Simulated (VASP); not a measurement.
# VCuSi3 (P4mm) in VASP: further runs

Runs on VCuSi3. Level: PBE. Tasks: single point, relaxation of cell and atoms.

All numbers are computed with VASP 6.6.1; they aren't measurements. Logs are shortened: lines on timing, memory, paths and dates and some standing lists are left out, and cuts for length are marked.

## (1) The cell of the first run

Symmetry: P4mm, No. 99, tetragonal system. Conventional cell: a = 3.457 Å, b = 3.457 Å, c = 6.592 Å, α = 90.00°, β = 90.00°, γ = 90.00°. V (site symmetry 4mm) has 8 Si at 2.52 to 2.56 Å within 3.3 Å. Si (site symmetry 4mm) has 1 Cu at 2.32 Å and 4 V at 2.56 Å and 4 Si at 3.12 Å within 3.2 Å. Within 3.2 Å of Si (site symmetry 2mm) lie 2 Cu at 2.41 Å and 6 Si at 2.44 to 3.12 Å and 2 V at 2.52 Å. Within 3.1 Å of Cu (site symmetry 4mm) lie 5 Si at 2.32 to 2.41 Å.

## (2) Single point, PBE

INCAR

```
SYSTEM = VCuSi3
PREC = Accurate ; ENCUT = 520
EDIFF = 1E-7 ; ISMEAR = 0
SIGMA = 0.1 ; LREAL = .False.
LASPH = .True. ; NELM = 80
ALGO = Normal ; ISIF = 2
LWAVE = .False. ; LCHARG = .False.
GGA = PE ; NBANDS = 26
```

KPOINTS

```
Automatic mesh
0
Gamma
  6 6 4
  0 0 0
```

POSCAR

```
VCuSi3
1.0
    3.4573907915      0.0000000000      0.0000000000
    0.0000000000      3.4573907915      0.0000000000
    0.0000000000      0.0000000000      6.5918016251
V Si Cu
1 3 1
Direct
    0.0000000000      0.0000000000      0.0971031003
    0.5000000000      0.5000000000     -0.0183398656
    0.0000000000      0.5000000000      0.3754991272
    0.5000000000      0.0000000000      0.3754991272
    0.5000000000      0.5000000000      0.6302385110
```

Potentials or basis: VASP PAW PBE potentials, release 64 (V_sv, Si, Cu).

Command:

```console
$ cat potpaw_PBE.64/V_sv/POTCAR potpaw_PBE.64/Si/POTCAR potpaw_PBE.64/Cu/POTCAR > POTCAR
$ mpirun -np 1 vasp_std > vasp.out
```

OUTCAR:

```text
SYSTEM = VCuSi3
   PREC = Accurate
   ENCUT = 520
   EDIFF = 1E-7
   ISMEAR = 0
   LREAL = .False.
   LASPH = .True.
   NELM = 80
   ISIF = 2
   GGA = PE

 ion  position               nearest neighbor table
   1  0.000  0.000  0.097-   3 2.52   4 2.52   3 2.52   4 2.52   2 2.56   2 2.56   2 2.56   2 2.56

   2  0.500  0.500  0.982-   5 2.32   1 2.56   1 2.56   1 2.56   1 2.56   4 3.12   3 3.12   3 3.12
                             4 3.12
   3  0.000  0.500  0.375-   5 2.41   5 2.41   4 2.44   4 2.44   4 2.44   4 2.44   1 2.52   1 2.52
                             2 3.12   2 3.12
   4  0.500  0.000  0.375-   5 2.41   5 2.41   3 2.44   3 2.44   3 2.44   3 2.44   1 2.52   1 2.52
                             2 3.12   2 3.12
   5  0.500  0.500  0.630-   2 2.32   3 2.41   4 2.41   4 2.41   3 2.41

  LATTYP: Found a simple tetragonal cell.
 ALAT       =     3.4573907915
 C/A-ratio  =     1.9065827448

  Lattice vectors:

 A1 = (   3.4573907915,   0.0000000000,   0.0000000000)
 A2 = (   0.0000000000,   3.4573907915,   0.0000000000)
 A3 = (   0.0000000000,   0.0000000000,   6.5918016251)

Analysis of symmetry for initial positions (statically):
=====================================================================
 Subroutine PRICEL returns:
 Original cell was already a primitive cell.

 Routine SETGRP: Setting up the symmetry group for a
 simple tetragonal supercell.

 Subroutine GETGRP returns: Found  8 space group operations
 (whereof  8 operations were pure point group operations)
 out of a pool of 16 trial point group operations.

The static configuration has the point symmetry C_4v.

Analysis of symmetry for dynamics (positions and initial velocities):
=====================================================================
 Subroutine PRICEL returns:
 Original cell was already a primitive cell.

 Routine SETGRP: Setting up the symmetry group for a
 simple tetragonal supercell.

 Subroutine GETGRP returns: Found  8 space group operations
 (whereof  8 operations were pure point group operations)
 out of a pool of 16 trial point group operations.

The dynamic configuration has the point symmetry C_4v.

 Subroutine INISYM returns: Found  8 space group operations
 (whereof  8 operations are pure point group operations),
 and found     1 'primitive' translations

[... 98 lines left out ...]
   ENCUT  =  520.0 eV  38.22 Ry    6.18 a.u.   6.43  6.43 12.26*2*pi/ulx,y,z
   NELM   =     80;   NELMIN=  2; NELMDL= -5     # of ELM steps
   EDIFF  = 0.1E-06   stopping-criterion for ELM
   LREAL  =      F    real-space projection
   EDIFFG = 0.1E-05   stopping-criterion for IOM
   NSW    =      0    number of steps for IOM
   IBRION =     -1    ionic relax: 0-MD 1-quasi-New 2-CG
   NFREE  =      0    steps in history (QN), initial steepest desc. (CG)
   ISIF   =      2    stress and relaxation
   ISYM   =      2    0-nonsym 1-usesym 2-fastsym
   POTIM  = 0.5000    time-step for ionic-motion
   TEBEG  =    0.0;   TEEND  =   0.0 temperature during run
   PSTRESS=    0.0 pullay stress
   NELECT =      36.0000    total number of electrons
   NUPDOWN=      -1.0000    fix difference up-down
   EMIN   =  10.00;   EMAX   =-10.00  energy-range for DOS
   EFERMI =   0.00;   METHOD = LEGACY
   ISMEAR =     0;   SIGMA  =   0.10  broadening in eV -4-tet -1-fermi 0-gaus
   EFERMI_NEDOS =   21; number of points for ismear=-14 and -15
   IALGO  =     38    algorithm
   IMIX   =      4    mixing-type and parameters
     AMIX     =   0.40;   BMIX     =  1.00
     AMIX_MAG =   1.60;   BMIX_MAG =  1.00
  volume/ion in A,a.u.               =      15.76       106.35
  Fermi-wavevector in a.u.,A,eV,Ry     =   1.260885  2.382726 21.630947  1.589830
  Thomas-Fermi vector in A             =   2.394372
   LORBIT       =      0    0 simple, 1 ext, 2 COOP (PROOUT), +10 PAW based schemes
   GGA     = PE    functional components
   LHFCALC =     F    Hartree Fock is set to
   AEXX    =    0.0000 exact exchange contribution
   IVDW    =     0    specifies the selected vdW correction
   LEPSILON=     F    determine dielectric tensor
   LRPA    =     F    only Hartree local field effects (RPA)
 non-spin polarized calculation
 Gauss-broadening in eV      SIGMA  =   0.10
  energy-cutoff  :      520.00
  volume of cell :       78.80
 maximum number of plane-waves:      2137
 NGX is ok and might be reduce to    28
   NGX = 13   NGY = 13   NGZ = 25

 number of electron      36.0000018 magnetization

 Free energy of the ion-electron system (eV)
  ---------------------------------------------------
  ext. energy  EPLUGINS =         0.00000000
  ---------------------------------------------------
  free energy    TOTEN  =       -28.36170240 eV

  energy without entropy =      -28.34570785  energy(sigma->0) =      -28.35370513

 E-fermi :   7.7063     XC(G=0): -10.8559

 val. band max:        7.6601628372   @ k =   0.3333   0.0000   0.2500
 cond. band min:       7.7182803426   @ k =   0.1667   0.0000   0.2500
 fundamental gap:      0.0581175053
 Fermi energy:         7.7063483137

 k-point     1 :       0.0000    0.0000    0.0000
  band No.  band energies     occupation
      1     -56.4329      2.00000
      2     -30.3465      2.00000
      3     -30.2878      2.00000
      4     -30.2878      2.00000
      5      -5.2914      2.00000
      6      -1.1127      2.00000
[... 685 lines left out ...]
     25      11.9911      0.00000
     26      12.6550      0.00000

 [... further k-points ...]

------------------------ aborting loop because EDIFF is reached ----------------------------------------

  FORCE on cell =-STRESS in cart. coord.  units (eV):
  Direction    XX          YY          ZZ          XY          YZ          ZX
  --------------------------------------------------------------------------------------
  -------------------------------------------------------------------------------------
  Total        0.0111413      0.0111413      0.1886271      0.0000000      0.0000000      0.0000000
  in kB        0.2265412      0.2265412      3.8354252      0.0000000      0.0000000      0.0000000
  external PRESSURE =       1.4295025 kB  Pullay stress =       0.0000000 kB

 VOLUME and BASIS-vectors are now :
 -----------------------------------------------------------------------------
  energy-cutoff  :      520.00
  volume of cell :       78.80
      direct lattice vectors                 reciprocal lattice vectors
     3.457390791  0.000000000  0.000000000     0.289235455  0.000000000  0.000000000
     0.000000000  3.457390791  0.000000000     0.000000000  0.289235455  0.000000000
     0.000000000  0.000000000  6.591801625     0.000000000  0.000000000  0.151703594

 POSITION                                       TOTAL-FORCE (eV/Angst)
 -----------------------------------------------------------------------------------
      0.00000      0.00000      0.64008        -0.000000     -0.000000     -0.033480
      1.72870      1.72870      6.47091         0.000000      0.000000      0.040062
      0.00000      1.72870      2.47522        -0.000000     -0.000000     -0.018270
      1.72870      0.00000      2.47522        -0.000000     -0.000000     -0.018270
      1.72870      1.72870      4.15441         0.000000     -0.000000      0.029958
 -----------------------------------------------------------------------------------
    total drift:                                0.000000     -0.000000      0.000185

  FREE ENERGIE OF THE ION-ELECTRON SYSTEM (eV)
  ---------------------------------------------------
  free  energy   TOTEN  =       -28.3617023997 eV

  energy  without entropy=      -28.3457078541  energy(sigma->0) =      -28.35370513
```

It took 37 s on 1 thread of Intel Xeon 6975P-C (Granite Rapids), shared host; peak memory 0.22 GiB.

What came out:

```
Free energy            : -28.3617 eV
Pressure               : 0.1 GPa
Largest force          : 0.040 eV/Å
Band gap on the k mesh : zero (bands 18 and 19 overlap by 1.78 eV)
```

Forces in eV/Å, atoms in the order of the input:
```
V    0.000  0.000 -0.033
Si   0.000  0.000  0.040
Si   0.000  0.000 -0.018
Si   0.000  0.000 -0.018
Cu   0.000  0.000  0.030
```

Stress tensor (GPa, compression positive):
```
0.02 0.00 0.00
0.00 0.02 0.00
0.00 0.00 0.38
```

## (3) Single point, PBE, collinear spin, ferromagnetic start

This run uses another cell than the first one, of 15.24 Å³/atom.

INCAR

```
PREC = Accurate ; ENCUT = 520
EDIFF = 1E-6 ; ISMEAR = 0
SIGMA = 0.1 ; LREAL = False
LASPH = True ; NELM = 150
ALGO = Normal ; ISIF = 2
LWAVE = False ; LCHARG = False
ISPIN = 2 ; MAGMOM = 1.96 0 0 0 0
LORBIT = 11 ; LMAXMIX = 4
GGA = PE ; NBANDS = 30
```

KPOINTS

```
regular mesh
0
Gamma
  4 4 4
```

POSCAR

```
VCuSi3
1.0
    3.5571123393      0.0000000000      0.0000000000
    0.0000000000      3.5571123393      0.0000000000
    0.0000000000      0.0000000000      6.0216029217
V Si Cu
1 3 1
Direct
    0.0000000000      0.0000000000      0.0659829929
    0.5000000000      0.5000000000      1.0215041006
    0.0000000000      0.5000000000      0.3664079347
    0.5000000000      0.0000000000      0.3664079347
    0.5000000000      0.5000000000      0.6396970372
```

Potentials or basis: VASP PAW PBE potentials, release 64 (V_sv, Si, Cu).

Command:

```console
$ cat potpaw_PBE.64/V_sv/POTCAR potpaw_PBE.64/Si/POTCAR potpaw_PBE.64/Cu/POTCAR > POTCAR
$ mpirun -np 1 vasp_std > vasp.out
```

Wall time 45 s (1 thread of Intel Xeon 6975P-C (Granite Rapids), shared host); peak memory 0.25 GiB.

The run converged. Its results:

| Quantity | Value |
| --- | --- |
| Free energy | -28.3276 eV |
| Pressure | 0.1 GPa |
| Largest force | 0.025 eV/Å |
| Band gap on the k mesh | zero (filled and empty bands overlap) |
| Net moment | 0.00 μB per cell |
| Valence electrons inside the program's atomic spheres | V 11.63; Si 1.67, 1.63 (each value once); Cu 10.03 |

Forces on the atoms (eV/Å):
```
V    0.000  0.000 -0.025
Si   0.000  0.000  0.012
Si   0.000  0.000 -0.005
Si   0.000  0.000 -0.005
Cu   0.000  0.000  0.022
```

Stress tensor (GPa, compression positive):
```
-0.06  0.00  0.00
 0.00 -0.06  0.00
 0.00  0.00  0.56
```

Levels at points of the mesh, in eV from the Fermi level:
Spin up:
| k point | band 16 | band 17 | band 18 | band 19 | band 20 | band 21 |
| --- | --- | --- | --- | --- | --- | --- |
| (0.00, 0.00, 0.00) | -1.12 | -0.33 | 0.03 | 0.03 | 1.07 | 1.96 |
| (0.50, 0.00, 0.00) | -1.88 | -1.31 | 0.55 | 0.56 | 0.64 | 1.26 |
| (0.50, 0.50, 0.00) | -2.08 | -1.66 | -1.66 | -1.61 | 0.67 | 0.81 |
| (0.00, 0.00, 0.50) | -2.66 | -0.34 | 0.29 | 0.29 | 1.05 | 1.42 |
| (0.50, 0.00, 0.50) | -1.28 | -1.25 | 0.40 | 0.64 | 0.79 | 1.65 |
| (0.50, 0.50, 0.50) | -3.06 | -0.46 | -0.46 | -0.04 | 0.62 | 0.81 |
Spin down:
```tsv
k point	band 16	band 17	band 18	band 19	band 20	band 21
(0.00, 0.00, 0.00)	-1.12	-0.33	0.03	0.03	1.07	1.96
(0.50, 0.00, 0.00)	-1.88	-1.31	0.55	0.56	0.64	1.26
(0.50, 0.50, 0.00)	-2.08	-1.66	-1.66	-1.61	0.67	0.81
(0.00, 0.00, 0.50)	-2.66	-0.34	0.29	0.29	1.05	1.42
(0.50, 0.00, 0.50)	-1.28	-1.25	0.40	0.64	0.79	1.65
(0.50, 0.50, 0.50)	-3.06	-0.46	-0.46	-0.04	0.62	0.81
```

Caveat: the k points lie up to 0.44 Å⁻¹ apart, too coarse for converged energies and pressures of a metal; the moments typed at the start vanished in this run.

## (4) Relaxation of cell and atoms, PBE

This run uses another cell than the first one, of 15.24 Å³/atom.

INCAR

```
  PREC = Accurate
  ENCUT = 600
  EDIFF = 1E-7
  ISMEAR = 0
  SIGMA = 0.1
  LREAL = F
  LASPH = T
  NELM = 60
  ALGO = Normal
  ISIF = 3
  LWAVE = F
  LCHARG = F
  GGA = PE
  IBRION = 2
  NSW = 90
  EDIFFG = -0.04
```

KPOINTS

```
Automatic mesh
0
Gamma
  6 6 4
```

POSCAR: that of step 3 with these lines changed.

```diff
@@ -9,3 +9,3 @@
     0.0000000000      0.0000000000      0.0659829929
-    0.5000000000      0.5000000000      1.0215041006
+    0.5000000000      0.5000000000      0.0215041006
     0.0000000000      0.5000000000      0.3664079347
```

Command:

```console
$ cat potpaw_PBE.64/V_sv/POTCAR potpaw_PBE.64/Si/POTCAR potpaw_PBE.64/Cu/POTCAR > POTCAR
$ mpirun -np 1 vasp_std > vasp.out
```

Run time: 6.5 min. Hardware: 1 thread of Intel Xeon 6975P-C (Granite Rapids), shared host; peak memory 0.23 GiB.

It converged, with:

* Free energy: -28.3620 eV
* Relaxed volume: 15.75 Å³/atom
* Relaxed cell: a = 3.455 Å, b = 3.455 Å, c = 6.598 Å, α = 90.00°, β = 90.00°, γ = 90.00°
* Space group after relaxing (to 0.1 Å): P4mm (No. 99)
* Energy gained by relaxing: 18.1 meV/atom
* Ionic steps: 22
* Pressure after relaxing: 0.1 GPa
* Largest force after relaxing: 0.021 eV/Å
* Band gap on the k mesh: zero (bands 18 and 19 overlap by 1.77 eV)

Forces in eV/Å, atoms in the order of the input:
```
V    0.000  0.000 -0.006
Si   0.000  0.000 -0.009
Si   0.000  0.000 -0.003
Si   0.000  0.000 -0.003
Cu   0.000  0.000  0.021
```

The path:
```
step  energy change (eV)  largest force (eV/Å)  pressure (GPa)  volume (Å³)
   1              0.0000                0.2301            0.20        76.19
   2             -0.0039                0.1521           -0.15        76.40
   3             -0.0054                0.2254           -0.52        76.64
   4             -0.0082                0.1985           -0.03        76.40
   5             -0.0102                0.1492            0.86        75.99
   6             -0.0124                0.1403            0.82        76.11
   7             -0.0195                0.1171            0.70        76.48
   8             -0.0355                0.0907            0.44        77.22
   9             -0.0642                0.2803           -0.08        78.65
  10              0.0925                1.7095           -0.56        81.41
  11             -0.0641                0.4923           -0.04        78.96
  12             -0.0657                0.5120           -0.10        79.07
  13             -0.0681                0.5790           -0.28        79.39
  14             -0.0705                0.5434           -0.29        79.37
  15             -0.0771                0.4387           -0.29        79.31
  16             -0.0860                0.2332           -0.27        79.19
  17             -0.0869                0.1796           -0.09        78.94
  18             -0.0893                0.1366           -0.17        79.06
  19             -0.0897                0.1141           -0.12        79.00
  20             -0.0903                0.0587            0.04        78.87
  21             -0.0900                0.0562            0.37        78.59
  22             -0.0904                0.0210            0.14        78.77
```

Final structure:
```
CELL_PARAMETERS angstrom
3.45541 0.00000 0.00000
0.00000 3.45541 0.00000
0.00000 0.00000 6.59765
ATOMIC_POSITIONS crystal
V 0.00000 0.00000 0.09673
Si 0.50000 0.50000 0.98231
Si 0.00000 0.50000 0.37520
Si 0.50000 0.00000 0.37520
Cu 0.50000 0.50000 0.63055
```

Levels at points of the mesh, in eV from the Fermi level:
| k point | band 16 | band 17 | band 18 | band 19 | band 20 | band 21 |
| --- | --- | --- | --- | --- | --- | --- |
| (0.00, 0.00, 0.00) | -1.49 | 0.10 | 0.10 | 0.27 | 1.63 | 2.33 |
| (0.50, 0.00, 0.00) | -1.78 | -1.03 | 0.12 | 0.29 | 1.15 | 1.52 |
| (0.50, 0.50, 0.00) | -2.44 | -1.33 | -1.29 | -1.29 | 1.04 | 1.20 |
| (0.00, 0.00, 0.50) | -2.21 | 0.26 | 0.48 | 0.48 | 0.96 | 1.63 |
| (0.50, 0.00, 0.50) | -1.14 | -1.01 | -0.57 | 0.45 | 1.18 | 1.22 |
| (0.50, 0.50, 0.50) | -2.90 | -0.86 | -0.86 | -0.56 | 0.92 | 1.20 |

## (5) Summary

| task | spin | cell | k mesh | cutoff (eV) | gap on the mesh (eV) | pressure (GPa) | largest force (eV/Å) |
| --- | --- | --- | --- | --- | --- | --- | --- |
| single point | off | a = 3.457, b = 3.457, c = 6.592 Å, 5 atoms, atomic positions A | 6 × 6 × 4 | 520 | none | 0.1 | 0.04 |
| single point | collinear, ferromagnetic start | a = 3.557, b = 3.557, c = 6.022 Å, 5 atoms, atomic positions B | 4 × 4 × 4 | 520 | none | 0.1 | 0.02 |
| relaxation of cell and atoms | off | relaxed from a = 3.557, b = 3.557, c = 6.022 Å, 5 atoms, atomic positions B | 6 × 6 × 4 | 600 | none | 0.1 | 0.02 |

Alike in all rows: level PBE; potentials or basis VASP PAW PBE potentials, release 64 (V_sv, Si, Cu); smearing gaussian 0.1 eV.

Caveats: some runs use coarse meshes; the moments typed at the start vanished in this run (at least some runs).

Absolute energies hang on the potentials; compare differences alone.

The gap in the log of VASP goes by the Fermi energy; the results here count the filled bands.